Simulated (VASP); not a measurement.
Cs, 1 atom in the cell. It takes space group Fm-3m (No. 225, cubic). The conventional cell has a = 6.836 Å, b = 6.836 Å, c = 6.836 Å, α = 90.00°, β = 90.00°, γ = 90.00°. 

* Program: VASP 6.6.1
* Task: single point
* Functional: PBEsol
* Potentials or basis: VASP PAW PBE potentials, release 64 (Cs_sv)
* Cutoff: 520 eV
* k mesh: 10 × 10 × 10
* Occupations: fermi-dirac, width 0.05 eV
* Spin: no spin polarisation
* Dipole correction: no
* Further INCAR settings: ALGO = Normal; EDIFF = 1e-07; NBANDS = 10

Potentials or basis: VASP PAW PBE potentials, release 64 (Cs_sv).

Launch:

```console
$ cat potpaw_PBE.64/Cs_sv/POTCAR > POTCAR
$ mpirun -np 1 vasp_std > vasp.out
```

Hardware: 1 thread of AMD EPYC 9R45 96-Core Processor (Zen 5), with other jobs on the host.

Task: Estimate the wall time of this run.

Result: It took 16 s on 1 thread of AMD EPYC 9R45 96-Core Processor (Zen 5), on a shared host, peak memory 0.18 GiB. Counts: scf iterations 12, k points 47.
